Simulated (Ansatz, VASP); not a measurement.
## Two plane-wave programs on ScAl3F

```
Sc Al F
1.0
     5.45664    0.00000    0.00000
     0.00000    5.45664    0.00000
     0.00000    0.00000    5.45664
Sc Al F
1 3 1
Cartesian
  2.7283 2.7283 2.7283
  0.0000 2.7283 2.7283
  2.7283 0.0000 2.7283
  2.7283 2.7283 0.0000
  0.0000 0.0000 0.0000
```

Change from the starting cell: species swapped into the CsSnI3 type (Pm-3m, No. 221).

Alike in both runs: functional PBE; k mesh 8 × 8 × 8; occupations gaussian, width 0.1 eV; no spin polarisation.

Ansatz relaxed the structure, and its values are those at the end. VASP's run is a single point on that final structure, the one shown.

|  | VASP | Ansatz |
| --- | --- | --- |
| version | VASP 6.6.1 | Ansatz 0.2.0 |
| potentials or method | VASP PAW PBE potentials, release 64 (Sc_sv, Al, F), cutoff 520 eV | scalar-relativistic, plane waves, PAW |
| valence electrons in the cell | 27 | 27 |

|  | VASP | Ansatz | Ansatz less VASP |
| --- | --- | --- | --- |
| gap on the k mesh at the Fermi level (eV) | none | none | - |
| pressure (GPa) | 0.0 | 0.0 | +0.04 |

A gap of «none» marks a metal or a gap that the smearing closes. With one functional, cell and mesh, what is left measures potentials, basis and numerics.
